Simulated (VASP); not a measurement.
## AlNi: single point with PBEsol

Crystal: AlNi.

```xyz
2
Lattice="2.8586 0.0000 0.0000 0.0000 2.8586 0.0000 0.0000 0.0000 2.9268" Properties=species:S:1:pos:R:3 pbc="T T T"
Al    0.0000    0.0000    0.0000
Ni    1.4293    1.4293    1.4634
```

This cell differs from its parent crystal: strain along c alone, the other axes held: +2.0 %.

| Property | Result |
| --- | --- |
| Program | VASP 6.6.1 |
| Task | single point |
| Functional | PBEsol |
| Potentials or basis | VASP PAW PBE potentials, release 64 (Al, Ni) |
| Cutoff | 520 eV |
| k mesh | 14 × 14 × 14 |
| Occupations | gaussian, width 0.1 eV |
| Spin | no spin polarisation |

* Pressure: -3.4 GPa

Stress tensor (GPa, compression positive):
```
-2.82  0.00  0.00
 0.00 -2.82  0.00
 0.00  0.00 -4.47
```

Levels at points of the mesh, in eV from the Fermi level:
```csv
k point,band 5,band 6,band 7,band 8,band 9,band 10
"(0.00, 0.00, 0.00)",-1.54,-1.48,4.96,5.80,5.80,8.04
"(0.50, 0.00, 0.00)",-2.18,-1.45,-0.57,8.30,9.52,10.31
"(0.50, 0.50, 0.00)",-2.12,-2.12,-0.96,1.63,2.65,11.93
"(0.00, 0.00, 0.50)",-2.18,-1.40,-0.74,8.32,10.21,10.21
"(0.50, 0.00, 0.50)",-2.03,-2.01,-1.02,1.41,2.45,12.50
"(0.50, 0.50, 0.50)",-0.94,1.97,2.02,2.02,3.75,4.41
```

It took 38 s on 1 thread of Intel(R) Xeon(R) 6975P-C (Granite Rapids) (shared host), peak memory 0.21 GiB.

Caveat: the cell differs from its parent crystal (strain along c alone, the other axes held: +2.0 %); the PAW data sets were made with another functional, which shifts forces and pressure a little. Spin polarisation is off, so any magnetic state and its effect on volume and gap are missing.
